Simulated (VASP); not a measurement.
Runs of VASP 6.6.1 on HfN (zincblende type). The structure is that of space group F-43m (No. 216), or close to it. The cells are those of the table. 

| task | cell | cutoff (eV) | gap on the mesh (eV) | pressure (GPa) |
| --- | --- | --- | --- | --- |
| single point | a = 2.868 Å, angles 60.0°, 2 atoms | 520 | none | 346.8 |
| relaxation of cell and atoms | relaxed to 340 GPa from a = 2.807 Å, angles 60.0°, 2 atoms | 600 | none | 340.0 |
| single point | a = 2.867 Å, angles 60.0°, 2 atoms | 520 | none | (a) |
| relaxation of cell and atoms | relaxed to 340 GPa from a = 2.868 Å, angles 60.0°, 2 atoms | 600 | none | 339.9 |

Alike in all rows: level PBE; potentials or basis VASP PAW PBE potentials, release 64 (Hf_pv, N); no spin polarisation; k mesh 16 × 16 × 16; smearing fermi-dirac 0.05 eV.

**Question.** Fill in the values left out.

**Answer.** (a) 347.9.

Caveats: spin-orbit coupling is left out, which moves the levels of the heavy elements; the cell is relaxed towards a set pressure, so the enthalpy falls and the energy may rise (some runs).

A k mesh can miss the band edges, and the runs leave out spin-orbit coupling on Hf.

A gap of «none» marks levels without a gap at the run's occupations.
